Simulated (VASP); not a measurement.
A run of VASP 6.6.1:

Contents of INCAR:

```
PREC = Accurate
ENCUT = 500
EDIFF = 1E-6
ISMEAR = 1
SIGMA = 0.05
LREAL = False
LASPH = True
NELM = 120
ALGO = Normal
ISIF = 2
LWAVE = False
LCHARG = True
GGA = CA
LELF = True
LVHAR = True
NBANDS = 14
GGA_COMPAT = False
```

The input KPOINTS:

```
Automatic mesh
0
Gamma
  9 9 9
```

Contents of POSCAR:

```
Bi
1.0
   -1.8987731200      1.8987731200      1.8987731200
    1.8987731200     -1.8987731200      1.8987731200
    1.8987731200      1.8987731200     -1.8987731200
Bi
1
Direct
    0.0000000000      0.0000000000      0.0000000000
```

Potentials or basis: VASP PAW LDA potentials, release 64 (Bi_d).

Run with:

```sh
$ cat potpaw_LDA.64/Bi_d/POTCAR > POTCAR
$ mpirun -np 1 vasp_std > vasp.out
```

Hardware: 1 thread of Intel(R) Xeon(R) Platinum 8488C (Sapphire Rapids), on a shared host.

Task: Estimate the wall time of this run.

Result: Wall time 5.2 s on 1 thread of Intel(R) Xeon(R) Platinum 8488C (Sapphire Rapids), on a shared host, peak memory 0.12 GiB. Counts: scf iterations 10, k points 35.
